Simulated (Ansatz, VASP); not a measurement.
**One calculation of MnO, two programs**

POSCAR

```
MnO
1.0
    0.0000000000      2.2688543300      2.2688543300
    2.2688543300      0.0000000000      2.2688543300
    2.2688543300      2.2688543300      0.0000000000
Mn O
1 1
Direct
    0.0000000000      0.0000000000      0.0000000000
    0.5000000000      0.5000000000      0.5000000000
```

INCAR.step1

```
SYSTEM = MnO
PREC = Accurate ; ENCUT = 520
ISMEAR = 0 ; SIGMA = 0.1
LREAL = .False. ; LASPH = .True.
NELM = 150 ; ISPIN = 2
MAGMOM = 4.69 0.28 ; LMAXMIX = 4
NBANDS = 20 ; GGA = PE
ALGO = Normal ; EDIFF = 1E-4
LWAVE = .True. ; LCHARG = .False.
```

Contents of INCAR.step2:

```
SYSTEM = MnO
PREC = Accurate ; ENCUT = 520
EDIFF = 1E-7 ; ISMEAR = 0
SIGMA = 0.1 ; LREAL = .False.
LASPH = .True. ; NELM = 150
ALGO = Normal ; ISIF = 2
LWAVE = .False. ; LCHARG = .True.
ISPIN = 2 ; MAGMOM = 4.69 0.28
LORBIT = 11 ; LMAXMIX = 4
METAGGA = R2SCAN ; LMIXTAU = .True.
LELF = .True. ; LVHAR = .True.
NBANDS = 20 ; ISTART = 1
```

KPOINTS

```
regular mesh
0
Gamma
  16 16 16
  0 0 0
```

Input for Ansatz:

```yaml
crystal:
  lattice:
    - [0.0, 2.26885433, 2.26885433]
    - [2.26885433, 0.0, 2.26885433]
    - [2.26885433, 2.26885433, 0.0]
  atoms:
    - { symbol: Mn, position: [0.0, 0.0, 0.0], spin: 4.69 }
    - { symbol: O, position: [0.5, 0.5, 0.5], spin: 0.28 }
basis:
  ecutwfc: 500
kpoints:
  mp_grid: { grid: [16, 16, 16] }
hamiltonian:
  xc: r2scan
scf:
  occupations: { method: gaussian, width: 0.1 }
output:
  forces: true
  stress: true
  eigenvalues: true
  populations: true
magnetization:
  spin_polarized: true
```

Alike in both runs: task single point; functional r2SCAN; k mesh 16 × 16 × 16; occupations gaussian, width 0.1 eV; collinear spin.

|  | VASP | Ansatz |
| --- | --- | --- |
| version | VASP 6.6.1 | Ansatz 0.2.0 |
| potentials or method | VASP PAW PBE potentials, release 64 (Mn_pv, O), cutoff 520 eV | scalar-relativistic, plane waves, PAW |
| valence electrons in the cell | 19 | 21 |

|  | VASP | Ansatz | Ansatz less VASP |
| --- | --- | --- | --- |
| gap on the k mesh at the Fermi level (eV) | none | none | - |
| pressure (GPa) | -8.5 | -8.6 | -0.12 |
| net moment per atom (μB) | 2.50 | 2.50 | 0.000 |
| size of the moment on the site where the two differ most (μB) | 4.56 | 4.31 | -0.246 |

VASP's potentials were made for PBE, not for r2SCAN. Site moments also hang on the region over which each program counts them. A gap of «none» marks a metal or a gap that the smearing closes. With one functional, cell and mesh, what is left measures potentials, basis and numerics. VASP's potentials hold 19 valence electrons a cell and Ansatz's 21, so a difference there can come from the potentials and not from the codes. Ansatz's warnings: stability check not made.
